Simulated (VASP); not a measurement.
# As: single point with PBE0

Crystal: As.

```
As
1.0
     1.88080    1.08588    3.51406
    -1.88080    1.08588    3.51406
     0.00000   -2.17176    3.51406
As
2
Cartesian
  0.0000 0.0000 2.3825
  0.0000 0.0000 8.1597
```

| Property | Result |
| --- | --- |
| Program | VASP 6.6.1 |
| Task | single point |
| Functional | PBE0 |
| Potentials or basis | VASP PAW PBE potentials, release 64 (As) |
| Cutoff | 520 eV |
| k mesh | 4 × 4 × 4 |
| Occupations | fermi-dirac, width 0.05 eV |
| Spin | no spin polarisation |

```
Pressure               : 0.5 GPa
Largest force          : 0.200 eV/Å
Band gap on the k mesh : 1.04 eV, indirect (least direct gap 1.14 eV)
```

Forces in eV/Å, atoms in the order of the input:
```
As   0.000  0.000 -0.200
As   0.000  0.000  0.200
```

Stress tensor (GPa, compression positive):
```
 1.23  0.00  0.00
 0.00  1.23  0.00
 0.00  0.00 -0.96
```

Levels at points of the mesh, in eV from the valence-band top:
```csv
k point,band 1,band 2,band 3,band 4,band 5,band 6,band 7,band 8,band 9,band 10
"(0.00, 0.00, 0.00)",-16.46,-5.97,-2.51,-2.02,-2.02,3.11,4.58,4.58,8.62,8.62
"(0.50, 0.00, 0.00)",-13.43,-12.07,-2.95,-2.87,-0.10,1.04,1.77,2.89,10.85,10.98
"(0.50, 0.50, 0.00)",-13.38,-10.51,-6.38,-4.44,-4.35,2.86,7.43,8.86,9.41,12.48
"(0.50, 0.50, 0.50)",-15.04,-10.84,-1.75,-1.75,0.00,2.17,2.17,3.14,9.88,12.32
```

It took 3.7 min on 1 thread of AMD EPYC 7R13 Processor (Zen 3), with other jobs on the host, peak memory 0.15 GiB.

Caveat: the k points lie up to 0.50 Å⁻¹ apart; the PAW data sets were made with another functional, which shifts forces and pressure a little. A k mesh can miss the band edges.
